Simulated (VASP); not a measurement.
Input of a VASP 6.6.1 run:

The input INCAR:

```
PREC = Accurate
ENCUT = 520
EDIFF = 1E-6
ISMEAR = 0
SIGMA = 0.05
LREAL = F
LASPH = T
NELM = 60
ALGO = Normal
ISIF = 2
LWAVE = F
LCHARG = F
GGA = PS
NBANDS = 16
```

KPOINTS

```
Automatic mesh
0
Gamma
  12 12 4
```

The input POSCAR:

```
BN
1.0
    2.2998119278      0.0000000000      0.0000000000
   -1.1499059639      1.9916955534      0.0000000000
    0.0000000000      0.0000000000      7.9687160646
B N
2 2
Direct
    0.0000000000      0.0000000000      0.5000000000
    0.3333333333      0.6666666667      0.0000000000
    0.0000000000      0.0000000000      0.0000000000
    0.6666666667      0.3333333333      0.5000000000
```

Potentials or basis: VASP PAW PBE potentials, release 64 (B, N).

Launch:

```console
$ cat potpaw_PBE.64/B/POTCAR potpaw_PBE.64/N/POTCAR > POTCAR
$ mpirun -np 1 vasp_std > vasp.out
```

(1) Estimate the band gap on the k mesh.

(2) What does it give for the pressure?

Results:

(1) 4.05 eV, indirect (least direct gap 4.98 eV).

(2) 73.9 GPa.

Caveat: the PAW data sets were made with another functional, which shifts forces and pressure a little; this functional lacks dispersion, which binds the layers, so the pressure and a relaxed spacing across them are unreliable.
